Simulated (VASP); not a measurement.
A run of VASP 6.6.1 is set up as follows.

File INCAR:

```
PREC     = Accurate       # precision mode
ENCUT    = 520            # plane-wave cutoff, eV
EDIFF    = 1E-7           # SCF threshold, eV
ISMEAR   = 0              # smearing method
SIGMA    = 0.15           # smearing width, eV
LREAL    = F              # projectors in reciprocal space
LASPH    = T              # aspherical terms in the spheres
NELM     = 60             # most SCF steps
ALGO     = Fast           # electronic algorithm
ISIF     = 2              # what is computed and relaxed
LWAVE    = F              # write WAVECAR
LCHARG   = T              # write CHGCAR
GGA      = PE             # functional
LELF     = T              # ELF
LVHAR    = T            
NBANDS   = 12             # bands
```

File KPOINTS:

```
Automatic mesh
0
Gamma
  18 18 18
```

Contents of POSCAR:

```
Cd
1.0
    0.0000000000      2.2841337375      2.2541534960
    2.2241732545      0.0000000000      2.2541534960
    2.2241732545      2.2841337375      0.0000000000
Cd
1
Direct
    0.0000000000      0.0000000000      0.0000000000
```

Potentials or basis: VASP PAW PBE potentials, release 64 (Cd).

The run is started by

```bash
$ cat potpaw_PBE.64/Cd/POTCAR > POTCAR
$ mpirun -np 1 vasp_std > vasp.out
```

**Question.** Estimate the pressure.

**Answer.** 0.1 GPa.

**Question.** What does it give for the band gap on the k mesh?

**Answer.** Zero (band 6 reaches 4.21 eV, above the bottom of band 7 at 1.11 eV).

Stress tensor (GPa, compression positive):
```
 0.46  0.00  0.00
 0.00 -0.26  0.00
 0.00  0.00  0.16
```

Caveat: the cell differs from its parent crystal (normal strain along x -0.0133, normal strain along y +0.0133).
